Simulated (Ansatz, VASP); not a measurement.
One calculation of LiF, two programs

Contents of INCAR:

```
SYSTEM = LiF
  PREC = Accurate
  ENCUT = 520
  EDIFF = 1E-7
  ISMEAR = 0
  SIGMA = 0.05
  LREAL = .FALSE.
  LASPH = .TRUE.
  NELM = 60
  ALGO = Normal
  ISIF = 2
  LWAVE = .FALSE.
  LCHARG = .FALSE.
  GGA = PE
  NBANDS = 12
```

The input KPOINTS:

```
Automatic mesh
0
G
  10 10 10
  0 0 0
```

The input POSCAR:

```
LiF
1.0
    2.6619143200      0.0000000000      0.0000000000
    0.0000000000      2.6619143200      0.0000000000
    0.0000000000      0.0000000000      2.7642956400
Li F
1 1
Direct
    0.0000000000      0.0000000000      0.0000000000
    0.5000000000      0.5000000000      0.5000000000
```

Input for Ansatz:

```yaml
crystal:
  lattice:
    - [2.66191432, 0.0, 0.0]
    - [0.0, 2.66191432, 0.0]
    - [0.0, 0.0, 2.76429564]
  atoms:
    - { symbol: Li, position: [0.0, 0.0, 0.0] }
    - { symbol: F, position: [0.5, 0.5, 0.5] }
basis:
  ecutwfc: 420
kpoints:
  mp_grid: { grid: [10, 10, 10] }
hamiltonian:
  xc: pbe
scf:
  occupations: { method: gaussian, width: 0.05 }
output:
  forces: true
  stress: true
  eigenvalues: true
```

Change from the starting cell: strain +0.040 along x and y, +0.080 along z, atoms carried along.

Alike in both runs: task single point; functional PBE; k mesh 10 × 10 × 10; occupations gaussian, width 0.05 eV; no spin polarisation.

|  | VASP | Ansatz |
| --- | --- | --- |
| version | VASP 6.6.1 | Ansatz 0.2.0 |
| potentials or method | VASP PAW PBE potentials, release 64 (Li_sv, F), cutoff 520 eV | scalar-relativistic, plane waves, PAW |
| valence electrons in the cell | 10 | 10 |

|  | VASP | Ansatz | Ansatz less VASP |
| --- | --- | --- | --- |
| gap on the k mesh at the Fermi level (eV) | 6.28 | 6.28 | -0.006 |
| least direct gap on the mesh (eV) | 6.77 | 6.77 | -0.007 |

With one functional, cell and mesh, what is left measures potentials, basis and numerics.

Noted on VASP's run: the cutoff is short for stress, so the pressure is rough.
